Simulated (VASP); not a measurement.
CoO:

```
Co O
1.0
    -1.50800    1.50800    2.10725
     1.50800   -1.50800    2.10725
     1.50800    1.50800   -2.10725
Co O
1 1
Direct
  0.00000 0.00000 0.00000
  0.50000 0.50000 0.00000
```

Base run:

```yaml
Program: VASP 6.6.1
Functional: PBEsol
Potentials_or_basis: VASP PAW PBE potentials, release 64 (Co, O)
Cutoff: 520 eV
k_mesh: 10 × 10 × 10
Occupations: fermi-dirac, width 0.05 eV
Spin: collinear spin, ferromagnetic start
Starting_moments: "[1.0, 0.0] μB"
Fixed_moment: 1 μB
```

Its results: pressure -24.6 GPa; site moments Co +0.99; O -0.00 μB.

Q: The run is repeated on the same cell with these changes: fixed moment from 1 μB to 2.5 μB; moments at the start from [1.0, 0.0] to [2.5, 0.0]. What comes out?

A: Pressure -13.6 GPa; site moments Co +2.26; O +0.20 μB.

Caveats: the cell stands under tension; the PAW data sets were made with another functional, which shifts forces and pressure a little; the total moment is fixed, so each spin has its own Fermi level; a cell with one magnetic atom can't hold antiferromagnetic order, which such compounds often take.
